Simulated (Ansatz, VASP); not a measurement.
## Two plane-wave programs on Cd2S

Contents of INCAR:

```
SYSTEM = Cd2S
PREC     = Accurate       ! precision mode
ENCUT    = 600            ! plane-wave cutoff, eV
EDIFF    = 1E-6           ! SCF threshold, eV
ISMEAR   = -1             ! smearing method
SIGMA    = 0.05           ! smearing width, eV
LREAL    = .FALSE.        ! projectors in reciprocal space
LASPH    = .TRUE.         ! aspherical terms in the spheres
NELM     = 80             ! most SCF steps
ALGO     = Normal         ! electronic algorithm
ISIF     = 3              ! what is computed and relaxed
LWAVE    = .FALSE.        ! write WAVECAR
LCHARG   = .FALSE.        ! write CHGCAR
GGA      = PE             ! functional
IVDW     = 13             ! dispersion correction
IBRION   = 2              ! ionic algorithm
NSW      = 60             ! ionic steps
EDIFFG   = -0.01          ! ionic threshold
```

KPOINTS

```
Automatic mesh
0
G
  8 8 5
  0 0 0
```

POSCAR

```
Cd2S
1.0
    3.9626700490      0.0000000000      0.0000000000
   -1.9813350245      3.4317729293      0.0000000000
    0.0000000000      0.0000000000      5.8091920000
Cd S
2 1
Direct
    0.3333333333      0.6666666667      0.9327170000
    0.6666666667      0.3333333333      0.5787350000
    0.3333333333      0.6666666667      0.3657050000
```

input.yaml

```yaml
crystal:
  lattice:
    - [3.962670049, 0.0, 0.0]
    - [-1.9813350245, 3.4317729293, 0.0]
    - [0.0, 0.0, 5.809192]
  atoms:
    - { symbol: Cd, position: [0.3333333333, 0.6666666667, 0.932717] }
    - { symbol: Cd, position: [0.6666666667, 0.3333333333, 0.578735] }
    - { symbol: S, position: [0.3333333333, 0.6666666667, 0.365705] }
hamiltonian:
  xc: pbe
  pseudopotentials: { kind: paw }
  dispersion: d4
kpoints:
  mp_grid: { grid: [8, 8, 5] }
scf:
  occupations: { method: fermi_dirac, width: 0.05 }
output:
  forces: true
  stress: true
  eigenvalues: true
relax:
  f_tol: 0.01
  max_steps: 40
  cell: { stress_tol: 0.05 }
```

Alike in both runs: task relaxation of cell and atoms; functional PBE; dispersion D4; k mesh 8 × 8 × 5; occupations fermi-dirac, width 0.05 eV; no spin polarisation.

|  | VASP | Ansatz |
| --- | --- | --- |
| version | VASP 6.6.1 | Ansatz 0.2.0 |
| potentials or method | VASP PAW PBE potentials, release 64 (Cd, S) | Ansatz PAW |
| plane-wave cutoff (eV) | 600 | 420 |
| valence electrons in the cell | 30 | 46 |

```tsv
	VASP	Ansatz	Ansatz less VASP
gap on the k mesh at the Fermi level, each at its own relaxed structure (eV)	0.19	0.19	-0.003
relaxed volume (Å³/atom)	24.96	24.83	-0.129
relaxed length of the cell vector where the two differ most in proportion (Å)	3.863	3.854	-0.0090
```

VASP's potentials hold 30 valence electrons a cell and Ansatz's 46, so a difference there can come from the potentials and not from the codes.

Noted on Ansatz's run: odd divisions of the mesh miss points on the zone boundary, where band edges often lie, so the gap on the mesh can be too wide; the plane-wave basis is chosen anew once the cell has moved, so the energies of steps on either side of that aren't comparable.
